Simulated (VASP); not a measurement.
# K (Im-3m) in VASP: notebook

Runs on K. Level: LDA. Tasks: single point, relaxation of cell and atoms.

All numbers are computed with VASP 6.6.1; they aren't measurements. Logs are shortened: lines on timing, memory, paths and dates and some standing lists are left out, and cuts for length are marked.

## (1) The cell of the first run

It takes space group Im-3m (No. 229, cubic). Conventional cell: a = 5.050 Å, b = 5.050 Å, c = 5.050 Å, α = 90.00°, β = 90.00°, γ = 90.00°. Within 5.7 Å of K (site symmetry m-3m) lie 14 K at 4.37 to 5.05 Å.

## (2) Single point, LDA

Contents of INCAR:

```
SYSTEM = K
  ALGO = Normal
  EDIFF = 1E-6
  ENCUT = 520
  GGA = CA
  ISIF = 2
  ISMEAR = -1
  LASPH = .TRUE.
  LCHARG = .FALSE.
  LREAL = .FALSE.
  LWAVE = .FALSE.
  NBANDS = 10
  NELM = 80
  PREC = Accurate
  SIGMA = 0.1
```

Contents of KPOINTS:

```
k-points
0
G
  13 13 13
  0 0 0
```

Contents of POSCAR:

```
K
1.0
   -2.5250081265      2.5250081265      2.5250081265
    2.5250081265     -2.5250081265      2.5250081265
    2.5250081265      2.5250081265     -2.5250081265
K
1
Direct
    0.0000000000      0.0000000000      0.0000000000
```

Potentials or basis: VASP PAW LDA potentials, release 64 (K_sv).

Command:

```
> cat potpaw_LDA.64/K_sv/POTCAR > POTCAR
> mpirun -np 1 vasp_std > vasp.out
```

OUTCAR:

```text
SYSTEM = K
   EDIFF = 1E-6
   ENCUT = 520
   GGA = CA
   ISIF = 2
   ISMEAR = -1
   LASPH = .TRUE.
   LREAL = .FALSE.
   NELM = 80
   PREC = Accurate

 ion  position               nearest neighbor table
   1  0.000  0.000  0.000-

  LATTYP: Found a body centered cubic cell.
 ALAT       =     5.0500162530

  Lattice vectors:

 A1 = (  -2.5250081265,   2.5250081265,   2.5250081265)
 A2 = (   2.5250081265,  -2.5250081265,   2.5250081265)
 A3 = (   2.5250081265,   2.5250081265,  -2.5250081265)

Analysis of symmetry for initial positions (statically):
=====================================================================
 Subroutine PRICEL returns:
 Original cell was already a primitive cell.

 Routine SETGRP: Setting up the symmetry group for a
 body centered cubic supercell.

 Subroutine GETGRP returns: Found 48 space group operations
 (whereof 48 operations were pure point group operations)
 out of a pool of 48 trial point group operations.

The static configuration has the point symmetry O_h .

Analysis of symmetry for dynamics (positions and initial velocities):
=====================================================================
 Subroutine PRICEL returns:
 Original cell was already a primitive cell.

 Routine SETGRP: Setting up the symmetry group for a
 body centered cubic supercell.

 Subroutine GETGRP returns: Found 48 space group operations
 (whereof 48 operations were pure point group operations)
 out of a pool of 48 trial point group operations.

The dynamic configuration has the point symmetry O_h .

 Subroutine INISYM returns: Found 48 space group operations
 (whereof 48 operations are pure point group operations),
 and found     1 'primitive' translations

----------------------------------------------------------------------------------------

                                     Primitive cell

  volume of cell :      64.3944

  direct lattice vectors                    reciprocal lattice vectors
    -2.525008126  2.525008126  2.525008126     0.000000000  0.198019165  0.198019165
     2.525008126 -2.525008126  2.525008126     0.198019165  0.000000000  0.198019165
     2.525008126  2.525008126 -2.525008126     0.198019165  0.198019165  0.000000000

  length of vectors
     4.373442365  4.373442365  4.373442365     0.280041388  0.280041388  0.280041388

  position of ions in fractional coordinates (direct lattice)
     0.000000000  0.000000000  0.000000000

  ion indices of the primitive-cell ions
   primitive index   ion index
                 1           1

----------------------------------------------------------------------------------------

 KPOINTS: k-points

Automatic generation of k-mesh.
 Grid dimensions read from file:
 generate k-points for:   13   13   13

 Generating k-lattice:

  Cartesian coordinates                     Fractional coordinates (reciprocal lattice)
     0.000000000  0.015232243  0.015232243     0.076923077  0.000000000  0.000000000
     0.015232243  0.000000000  0.015232243     0.000000000  0.076923077  0.000000000
     0.015232243  0.015232243  0.000000000     0.000000000  0.000000000  0.076923077

  Length of vectors
     0.021541645  0.021541645  0.021541645

  Shift w.r.t. Gamma in fractional coordinates (k-lattice)
     0.000000000  0.000000000  0.000000000

 Subroutine IBZKPT returns following result:
 ===========================================

 Found     84 irreducible k-points:

 Following reciprocal coordinates:
            Coordinates               Weight
  0.000000  0.000000  0.000000      1.000000
  0.076923  0.000000  0.000000     12.000000
  0.153846  0.000000  0.000000     12.000000
  0.230769  0.000000  0.000000     12.000000
  0.307692  0.000000  0.000000     12.000000
  0.384615  0.000000  0.000000     12.000000
[... 16 lines left out ...]
  0.153846  0.076923  0.076923     24.000000
  0.230769  0.076923  0.076923     24.000000
 [... further k-points ...]
   k-points           NKPTS =     84   k-points in BZ     NKDIM =     84   number of bands    NBANDS=     10
   number of dos      NEDOS =    301   number of ions     NIONS =      1
   total plane-waves  NPLWV =  46656
   dimension x,y,z NGX =    36 NGY =   36 NGZ =   36
   dimension x,y,z NGXF=    72 NGYF=   72 NGZF=   72
   ions per type =               1
   NGX,Y,Z   is equivalent  to a cutoff of  13.68, 13.68, 13.68 a.u.
   NGXF,Y,Z  is equivalent  to a cutoff of  27.37, 27.37, 27.37 a.u.
 SYSTEM =  K
   PREC   = accura    normal or accurate (medium, high low for compatibility)
   ISTART =      0    job   : 0-new  1-cont  2-samecut
   ICHARG =      2    charge: 1-file 2-atom 10-const
   ISPIN  =      1    spin polarized calculation?
   LNONCOLLINEAR =      F non collinear calculations
   LSORBIT =      F    spin-orbit coupling
   LASPH  =      T    aspherical Exc in radial PAW
   ENCUT  =  520.0 eV  38.22 Ry    6.18 a.u.   8.13  8.13  8.13*2*pi/ulx,y,z
   NELM   =     80;   NELMIN=  2; NELMDL= -5     # of ELM steps
   EDIFF  = 0.1E-05   stopping-criterion for ELM
   LREAL  =      F    real-space projection
   EDIFFG = 0.1E-04   stopping-criterion for IOM
   NSW    =      0    number of steps for IOM
   IBRION =     -1    ionic relax: 0-MD 1-quasi-New 2-CG
   NFREE  =      0    steps in history (QN), initial steepest desc. (CG)
   ISIF   =      2    stress and relaxation
   ISYM   =      2    0-nonsym 1-usesym 2-fastsym
   POTIM  = 0.5000    time-step for ionic-motion
   TEBEG  =    0.0;   TEEND  =   0.0 temperature during run
   PSTRESS=    0.0 pullay stress
   NELECT =       9.0000    total number of electrons
   NUPDOWN=      -1.0000    fix difference up-down
   EMIN   =  10.00;   EMAX   =-10.00  energy-range for DOS
   EFERMI =   0.00;   METHOD = LEGACY
   ISMEAR =    -1;   SIGMA  =   0.10  broadening in eV -4-tet -1-fermi 0-gaus
   EFERMI_NEDOS =   21; number of points for ismear=-14 and -15
   IALGO  =     38    algorithm
   IMIX   =      4    mixing-type and parameters
     AMIX     =   0.40;   BMIX     =  1.00
     AMIX_MAG =   1.60;   BMIX_MAG =  1.00
  volume/ion in A,a.u.               =      64.39       434.56
  Fermi-wavevector in a.u.,A,eV,Ry     =   0.849584  1.605481  9.820585  0.721793
  Thomas-Fermi vector in A             =   1.965427
   LORBIT       =      0    0 simple, 1 ext, 2 COOP (PROOUT), +10 PAW based schemes
   GGA     = CA    functional components
   LHFCALC =     F    Hartree Fock is set to
   AEXX    =    0.0000 exact exchange contribution
   IVDW    =     0    specifies the selected vdW correction
   LEPSILON=     F    determine dielectric tensor
   LRPA    =     F    only Hartree local field effects (RPA)
 non-spin polarized calculation
  energy-cutoff  :      520.00
  volume of cell :       64.39
 maximum number of plane-waves:      1754
 NGX is ok and might be reduce to    36
   NGX = 17   NGY = 17   NGZ = 17

 number of electron       9.0000001 magnetization

 Free energy of the ion-electron system (eV)
  ---------------------------------------------------
  ext. energy  EPLUGINS =         0.00000000
  ---------------------------------------------------
  free energy    TOTEN  =        -1.17711170 eV

  energy without entropy =       -1.15271016  energy(sigma->0) =       -1.16491093

 E-fermi :   0.0008     XC(G=0):  -6.2224

 val. band max:       -0.0308750711   @ k =  -0.3077   0.3077   0.3077
 cond. band min:       0.0270644033   @ k =  -0.3846   0.4615   0.0769
 fundamental gap:      0.0579394744
 Fermi energy:         0.0008156057

 k-point     1 :       0.0000    0.0000    0.0000
  band No.  band energies     occupation
      1     -31.7513      2.00000
      2     -15.4185      2.00000
      3     -15.4185      2.00000
      4     -15.4185      2.00000
      5      -2.3690      2.00000
      6       4.2700      0.00000
      7       4.2700      0.00000
      8       4.2700      0.00000
      9       5.2971      0.00000
     10       5.2971      0.00000

 k-point     2 :       0.0769    0.0000    0.0000
  band No.  band energies     occupation
      1     -31.7508      2.00000
      2     -15.4251      2.00000
      3     -15.4206      2.00000
      4     -15.4185      2.00000
      5      -2.2862      2.00000
      6       4.1720      0.00000
      7       4.1722      0.00000
      8       4.3396      0.00000
      9       5.1548      0.00000
     10       5.2818      0.00000

 k-point     3 :       0.1538    0.0000    0.0000
  band No.  band energies     occupation
      1     -31.7495      2.00000
      2     -15.4432      2.00000
      3     -15.4265      2.00000
      4     -15.4185      2.00000
      5      -2.0418      2.00000
      6       3.7755      0.00000
      7       3.9327      0.00000
      8       4.5466      0.00000
      9       5.0318      0.00000
     10       5.2587      0.00000

 k-point     4 :       0.2308    0.0000    0.0000
  band No.  band energies     occupation
      1     -31.7477      2.00000
      2     -15.4686      2.00000
      3     -15.4348      2.00000
      4     -15.4185      2.00000
      5      -1.6477      2.00000
      6       3.1432      0.00000
      7       3.6500      0.00000
      8       4.8854      0.00000
      9       5.0796      0.00000
     10       5.2736      0.00000
[... 222 lines left out ...]
 k-point    22 :       0.0769    0.0769    0.0769
  band No.  band energies     occupation
      1     -31.7488      2.00000
      2     -15.4560      2.00000
      3     -15.4232      2.00000
      4     -15.4232      2.00000
      5      -1.8819      2.00000
      6       3.6204      0.00000
      7       3.6204      0.00000
      8       4.6932      0.00000
      9       5.1993      0.00000
     10       5.1993      0.00000

 k-point    23 :       0.1538    0.0769    0.0769
  band No.  band energies     occupation
      1     -31.7471      2.00000
      2     -15.4774      2.00000
      3     -15.4318      2.00000
      4     -15.4236      2.00000
      5      -1.4932      2.00000
      6       3.0790      0.00000
      7       3.3126      0.00000
      8       4.9717      0.00000
      9       5.2155      0.00000
     10       5.3661      0.00000

 k-point    24 :       0.2308    0.0769    0.0769
  band No.  band energies     occupation
      1     -31.7453      2.00000
      2     -15.4980      2.00000
      3     -15.4428      2.00000
      4     -15.4241      2.00000
      5      -0.9749      1.99988
      6       2.4522      0.00000
      7       3.0641      0.00000
      8       5.1852      0.00000
      9       5.3666      0.00000
     10       5.5086      0.00000

 [... further k-points ...]

------------------------ aborting loop because EDIFF is reached ----------------------------------------

  FORCE on cell =-STRESS in cart. coord.  units (eV):
  Direction    XX          YY          ZZ          XY          YZ          ZX
  --------------------------------------------------------------------------------------
  -------------------------------------------------------------------------------------
  Total       -0.0110266     -0.0110266     -0.0110266      0.0000000     -0.0000000      0.0000000
  in kB       -0.2743496     -0.2743496     -0.2743496      0.0000000     -0.0000000      0.0000000
  external PRESSURE =      -0.2743496 kB  Pullay stress =       0.0000000 kB

 VOLUME and BASIS-vectors are now :
 -----------------------------------------------------------------------------
  energy-cutoff  :      520.00
  volume of cell :       64.39
      direct lattice vectors                 reciprocal lattice vectors
    -2.525008126  2.525008126  2.525008126     0.000000000  0.198019165  0.198019165
     2.525008126 -2.525008126  2.525008126     0.198019165  0.000000000  0.198019165
     2.525008126  2.525008126 -2.525008126     0.198019165  0.198019165  0.000000000

 POSITION                                       TOTAL-FORCE (eV/Angst)
 -----------------------------------------------------------------------------------
      0.00000      0.00000      0.00000        -0.000000      0.000000     -0.000000
 -----------------------------------------------------------------------------------
    total drift:                               -0.000000      0.000000      0.000000

  FREE ENERGIE OF THE ION-ELECTRON SYSTEM (eV)
  ---------------------------------------------------
  free  energy   TOTEN  =        -1.1771117027 eV

  energy  without entropy=       -1.1527101579  energy(sigma->0) =       -1.16491093
```

It took 31 s on 1 thread of Intel Xeon Platinum 8259CL at 2.50GHz (Skylake/Cascade Lake), shared host; peak memory 0.19 GiB.

Results:

| Property | Result |
| --- | --- |
| Free energy | -1.1771 eV |
| Pressure | 0.0 GPa |
| Band gap on the k mesh | zero (an odd number of electrons rules out a gap without spin polarisation) |

## (3) Relaxation of cell and atoms, LDA

This run uses another cell than the first one, of 71.32 Å³/atom.

Contents of INCAR:

```
PREC = Accurate
ENCUT = 600
EDIFF = 1E-7
ISMEAR = -1
SIGMA = 0.1
LREAL = False
LASPH = True
NELM = 60
ALGO = Normal
ISIF = 3
LWAVE = False
LCHARG = False
GGA = CA
IBRION = 2
NSW = 80
EDIFFG = -0.02
```

Contents of KPOINTS:

```
regular mesh
0
Gamma
  13 13 13
```

Contents of POSCAR:

```
K
1.0
   -2.6125000000      2.6125000000      2.6125000000
    2.6125000000     -2.6125000000      2.6125000000
    2.6125000000      2.6125000000     -2.6125000000
K
1
Direct
    0.0000000000      0.0000000000      0.0000000000
```

Potentials or basis: VASP PAW LDA potentials, release 64 (K_sv).

Command:

```
> cat potpaw_LDA.64/K_sv/POTCAR > POTCAR
> mpirun -np 1 vasp_std > vasp.out
```

It took 73 s on 1 thread of Intel Xeon Platinum 8259CL at 2.50GHz (Skylake/Cascade Lake), shared host; peak memory 0.21 GiB.

It converged, with:

| Quantity | Value |
| --- | --- |
| Free energy | -1.1773 eV |
| Relaxed volume | 64.47 Å³/atom |
| Relaxed cell | a = 4.375 Å, b = 4.375 Å, c = 4.375 Å, α = 109.47°, β = 109.47°, γ = 109.47° |
| Space group after relaxing (to 0.1 Å) | Im-3m (No. 229) |
| Energy gained by relaxing | 9.3 meV/atom |
| Ionic steps | 3 |
| Pressure after relaxing | 0.0 GPa |
| Band gap on the k mesh | zero (an odd number of electrons rules out a gap without spin polarisation) |

Step by step:
```
step  energy change (eV)  largest force (eV/Å)  pressure (GPa)  volume (Å³)
   1              0.0000                0.0000           -0.39        71.32
   2             -0.0038                0.0000           -0.31        69.57
   3             -0.0093                0.0000           -0.02        64.47
```

Final structure:
```cif
data_structure
_symmetry_space_group_name_H-M 'P 1'
_symmetry_Int_Tables_number 1
_cell_length_a 4.3752
_cell_length_b 4.3752
_cell_length_c 4.3752
_cell_angle_alpha 109.471
_cell_angle_beta 109.471
_cell_angle_gamma 109.471
_cell_volume 64.47
loop_
_atom_site_label
_atom_site_type_symbol
_atom_site_fract_x
_atom_site_fract_y
_atom_site_fract_z
_atom_site_occupancy
K1 K 0.00000 0.00000 0.00000 1
```

Levels at points of the mesh, in eV from the Fermi level:
```tsv
k point	band 2	band 3	band 4	band 5	band 6	band 7
(0.00, 0.00, 0.00)	-15.42	-15.42	-15.42	-2.37	4.27	4.27
```

LDA usually gives volumes a few per cent too small. Zero-point motion and thermal expansion aren't in these numbers.

The gap in the log of VASP goes by the Fermi energy; the results here count the filled bands.